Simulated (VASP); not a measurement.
# Sn8O16F (a cell with a defect) (F interstitial hop between voids) in VASP: settings compared, part 2 of 3

VASP 6.6.1. Earlier steps stand in the parts before.

## 3. Single point, PBE

Contents of INCAR:

```
  PREC = Accurate
  ENCUT = 520
  EDIFF = 1E-6
  ISMEAR = -1
  SIGMA = 0.01
  LREAL = Auto
  LASPH = True
  NELM = 60
  ALGO = Normal
  ISIF = 2
  LWAVE = False
  LCHARG = False
  GGA = PE
  NELECT = 216.0
  NBANDS = 126
```

Contents of KPOINTS:

```
Automatic mesh
0
Gamma
  1 1 1
  0.25 0.25 0.25
```

Contents of POSCAR:

```
Sn8O16F
1.0
    4.8274600300      4.8274600300      0.0000000000
   -4.8274600300      4.8274600300      0.0000000000
    0.0000000000      0.0000000000      6.4759066800
Sn O F
8 16 1
Direct
    0.0051844034      0.5009457323      0.2447441074
    0.5062402350     -0.0085909567      0.2463126908
    0.0169660649      0.0139769153      0.0062496268
    0.4925154191      0.4923907159      0.0024464528
    0.0036547170      0.5097015790      0.7495106461
    0.5043948546     -0.0131468722      0.7506230772
   -0.0032799857      0.0041147933      0.5029860931
    0.5104774529      0.4897166388      0.5013693310
    0.0004293148      0.8135859180      0.2540697514
    0.5278481819      0.2996140809      0.2549076263
   -0.0501103061      0.1973742908      0.2682127902
    0.5105781269      0.6827956067      0.2551357025
    0.3231220953     -0.0711398951     -0.0039012298
    0.8077816234      0.5007311267     -0.0020184046
    0.1917405829      0.5721308893     -0.0065164620
    0.7018735482     -0.0037490730     -0.0021255711
   -0.0031308390      0.8175520824      0.7496531744
    0.5017835435      0.2967633064      0.7525412642
   -0.0094031851      0.2011535039      0.7466515870
    0.5133389991      0.6797969283      0.7458359483
    0.3069323186      0.0014930212      0.4969798299
    0.8149086633      0.5132939444      0.5008528010
    0.2005778389      0.4952837486      0.4962253409
    0.6895613800     -0.0152512915      0.5022445753
    0.2244685597      0.2452227450      0.0549855051
```

Potentials or basis: VASP PAW PBE potentials, release 64 (Sn_d, O, F).

Launch:

```console
$ cat potpaw_PBE.64/Sn_d/POTCAR potpaw_PBE.64/O/POTCAR potpaw_PBE.64/F/POTCAR > POTCAR
$ mpirun -np 1 vasp_std > vasp.out
```

Wall time 6.6 min (1 thread of Intel Xeon Platinum 8488C (Sapphire Rapids), shared host); peak memory 0.4 GiB.

The run converged. Its results:

* Free energy: -143.5268 eV
* Largest force: 0.129 eV/Å

Forces on the atoms (eV/Å):
```
Sn  -0.005 -0.007 -0.028
Sn  -0.029 -0.022 -0.046
Sn  -0.009 -0.062 -0.010
Sn  -0.012  0.028  0.010
Sn   0.004  0.034  0.026
Sn  -0.012 -0.001  0.026
Sn   0.011  0.015  0.003
Sn  -0.017 -0.025 -0.009
O    0.021 -0.033 -0.013
O    0.007  0.004  0.005
O   -0.046 -0.052 -0.005
O    0.004  0.021  0.007
O   -0.033 -0.053 -0.054
O   -0.028 -0.061 -0.017
O    0.032  0.005 -0.010
O    0.041  0.043 -0.018
O    0.004 -0.012  0.027
O    0.022 -0.013 -0.032
O    0.031  0.044  0.032
O   -0.011  0.022  0.007
O   -0.016 -0.014 -0.014
O    0.029  0.032 -0.018
O    0.003  0.024 -0.007
O    0.005  0.024  0.024
F    0.005  0.057  0.115
```

Levels at points of the mesh, in eV from the Fermi level:
```tsv
k point	band 106	band 107	band 108	band 109	band 110	band 111
(0.25, 0.25, 0.25)	-0.92	-0.82	-0.31	1.98	3.47	3.64
```

Caveat: the k points lie up to 0.97 Å⁻¹ apart; the cell carries a net charge on a neutralising background, which shifts energy and pressure; the cell is charged against a uniform background, so pressure and absolute levels hang on convention; spin-orbit coupling is left out, which moves the levels of the heavy elements.

## 4. Single point, PBE

Contents of INCAR:

```
ALGO = Normal
EDIFF = 1E-7
ENCUT = 520
GGA = PE
ISIF = 2
ISMEAR = -1
LASPH = True
LCHARG = True
LELF = True
LREAL = Auto
LVHAR = True
LWAVE = False
NBANDS = 126
NELECT = 216.0
NELM = 100
PREC = Accurate
SIGMA = 0.01
```

KPOINTS is that of step 3.

Contents of POSCAR:

```
Sn8O16F
1.0
    4.8274600300      4.8274600300      0.0000000000
   -4.8274600300      4.8274600300      0.0000000000
    0.0000000000      0.0000000000      6.4759066800
Sn O F
8 16 1
Direct
    0.0085253943      0.5061984946      0.2509633138
    0.4992399699     -0.0135528828      0.2529187156
    0.0074584771     -0.0020030202     -0.0021695804
    0.4973870286      0.4847273691     -0.0119641934
    0.0033364336      0.4980997222      0.7541983295
    0.4956837519      0.0062166232      0.7582061081
   -0.0061331424      0.0029735099      0.4992244576
    0.5137204626      0.4948231544      0.4949527778
   -0.0067183363      0.8127962688      0.2549144207
    0.5033515523      0.2965407256      0.2459087320
    0.0086942201      0.1964753709      0.2454953536
    0.5117122637      0.6797074403      0.2481521244
    0.3086938039     -0.0693957066      0.0133961164
    0.8105392848      0.5016619475      0.0047594880
    0.1907299065      0.5525733996      0.0061594464
    0.6943262045     -0.0045655479      0.0040124111
   -0.0025289697      0.8077321150      0.7458532432
    0.5840585903      0.3064229410      0.7275191310
   -0.0298385692      0.1909825238      0.7463175797
    0.5043105453      0.6886319057      0.7448008809
    0.3037735146      0.0029917389      0.5055449625
    0.8216170565      0.5131362009      0.4950798642
    0.2033547650      0.4916564788      0.5051998371
    0.6888077746     -0.0145041077      0.4994109952
    0.2916061430      0.2474732038     -0.1120562781
```

Potentials or basis: VASP PAW PBE potentials, release 64 (Sn_d, O, F).

Launch:

```console
$ cat potpaw_PBE.64/Sn_d/POTCAR potpaw_PBE.64/O/POTCAR potpaw_PBE.64/F/POTCAR > POTCAR
$ mpirun -np 1 vasp_std > vasp.out
```

OUTCAR:

```text
EDIFF = 1E-7
   ENCUT = 520
   GGA = PE
   ISIF = 2
   ISMEAR = -1
   LASPH = True
   LREAL = Auto
   NELECT = 216.0
   NELM = 100
   PREC = Accurate

 ion  position               nearest neighbor table
   1  0.009  0.506  0.251-  22 2.03  15 2.04  14 2.09   9 2.10  11 2.11  23 2.12   5 3.22   5 3.26
                             8 3.73   3 3.74   4 3.75   7 3.75
   2  0.499  0.986  0.253-  24 2.05  13 2.06  16 2.09  12 2.10  21 2.11  10 2.12   6 3.21   6 3.28
                             8 3.71   7 3.74   3 3.74
   3  0.007  0.998  0.998-  17 2.09   9 2.09  11 2.10  13 2.11  19 2.11  16 2.14  25 2.68   7 3.23
                             7 3.25   6 3.68   1 3.74   2 3.74
[... 745 lines left out ...]
  external PRESSURE =      91.7590836 kB  Pullay stress =       0.0000000 kB

 VOLUME and BASIS-vectors are now :
 -----------------------------------------------------------------------------
  energy-cutoff  :      520.00
  volume of cell :      301.83
      direct lattice vectors                 reciprocal lattice vectors
     4.827460030  4.827460030  0.000000000     0.103574136  0.103574136  0.000000000
    -4.827460030  4.827460030  0.000000000    -0.103574136  0.103574136  0.000000000
     0.000000000  0.000000000  6.475906680     0.000000000  0.000000000  0.154418532

 POSITION                                       TOTAL-FORCE (eV/Angst)
 -----------------------------------------------------------------------------------
     -2.40250      2.48481      1.62522         0.000947     -0.004784     -0.006346
     -2.35197      7.17210      1.63788        -0.000329     -0.003353      0.023838
     -4.78179      4.85380      6.46186         0.002514     -0.003677     -0.020614
      0.06111      4.74112      6.39843        -0.003039      0.044802      0.026402
     -2.38845      2.42066      4.88412        -0.000589     -0.001668      0.009559
      2.36288      2.42290      4.91007         0.009919      0.001352     -0.012213
[... 17 lines left out ...]
     -1.43225      8.08263      3.23414         0.009871     -0.006784      0.006626
      0.21305      2.60238      5.75024        -0.007477     -0.031344     -0.010967
 -----------------------------------------------------------------------------------
    total drift:                               -0.002807     -0.004860      0.003320

  FREE ENERGIE OF THE ION-ELECTRON SYSTEM (eV)
  ---------------------------------------------------
  free  energy   TOTEN  =      -143.5815612181 eV

  energy  without entropy=     -143.5815612181  energy(sigma->0) =     -143.58156122
```

OSZICAR:

```text
N       E                     dE             d eps       ncg     rms          rms(c)
DAV:   1     0.425888981600E+04    0.42589E+04   -0.89949E+04  1080   0.270E+03
DAV:   2     0.911004219125E+03   -0.33479E+04   -0.32106E+04  1016   0.862E+02
DAV:   3    -0.576757549910E+02   -0.96868E+03   -0.92938E+03  1104   0.332E+02
DAV:   4    -0.166013506305E+03   -0.10834E+03   -0.10645E+03  1184   0.121E+02
DAV:   5    -0.170050315152E+03   -0.40368E+01   -0.40017E+01  1200   0.239E+01    0.317E+01
DAV:   6    -0.142945902008E+03    0.27104E+02   -0.10386E+02  1568   0.762E+01    0.109E+01
DAV:   7    -0.143721633567E+03   -0.77573E+00   -0.12093E+01  1120   0.104E+01    0.678E+00
DAV:   8    -0.143706189629E+03    0.15444E-01   -0.22521E+00  1392   0.753E+00    0.231E+00
DAV:   9    -0.143573450586E+03    0.13274E+00   -0.63471E-01  1408   0.527E+00    0.415E-01
DAV:  10    -0.143580659530E+03   -0.72089E-02   -0.76953E-02  1160   0.111E+00    0.255E-01
DAV:  11    -0.143581408165E+03   -0.74864E-03   -0.46922E-03  1360   0.369E-01    0.209E-01
DAV:  12    -0.143581573829E+03   -0.16566E-03   -0.45698E-03  1512   0.397E-01    0.703E-02
DAV:  13    -0.143581577958E+03   -0.41289E-05   -0.49070E-04  1120   0.108E-01    0.483E-02
DAV:  14    -0.143581562584E+03    0.15373E-04   -0.21453E-04  1344   0.594E-02    0.159E-02
DAV:  15    -0.143581562378E+03    0.20638E-06   -0.54977E-05  1344   0.361E-02    0.580E-03
DAV:  16    -0.143581561780E+03    0.59804E-06   -0.49304E-06  1376   0.125E-02    0.223E-03
DAV:  17    -0.143581561233E+03    0.54742E-06   -0.87552E-07  1024   0.452E-03    0.706E-04
DAV:  18    -0.143581561218E+03    0.14497E-07   -0.20338E-07   728   0.246E-03
   1 F= -.14358156E+03 E0= -.14358156E+03  d E =-.498194E-11
```

Run time: 7.5 min. Hardware: 1 thread of Intel Xeon Platinum 8488C (Sapphire Rapids), shared host; peak memory 0.39 GiB.

Results:

| Property | Result |
| --- | --- |
| Free energy | -143.5816 eV |
| Largest force | 0.063 eV/Å |

Forces in eV/Å, atoms in the order of the input:
```
Sn   0.001 -0.005 -0.006
Sn   0.000 -0.003  0.024
Sn   0.003 -0.004 -0.021
Sn  -0.003  0.045  0.026
Sn  -0.001 -0.002  0.010
Sn   0.010  0.001 -0.012
Sn   0.000  0.005  0.009
Sn  -0.024  0.009 -0.001
O    0.002 -0.026 -0.019
O    0.009 -0.039 -0.007
O   -0.026  0.022  0.016
O    0.012  0.002 -0.008
O   -0.014  0.003 -0.038
O   -0.031 -0.023  0.010
O    0.026  0.023  0.029
O    0.016  0.061 -0.003
O   -0.001 -0.009 -0.007
O    0.023 -0.006  0.006
O   -0.017  0.013  0.004
O   -0.011  0.027  0.000
O    0.004 -0.017  0.000
O   -0.001 -0.044 -0.009
O    0.021  0.006  0.000
O    0.010 -0.007  0.007
F   -0.007 -0.031 -0.011
```

Caveat: the k points lie up to 0.97 Å⁻¹ apart; the cell carries a net charge on a neutralising background, which shifts energy and pressure; the cell is charged against a uniform background, so pressure and absolute levels hang on convention; spin-orbit coupling is left out, which moves the levels of the heavy elements.

(Continued in part 3 of 3.)
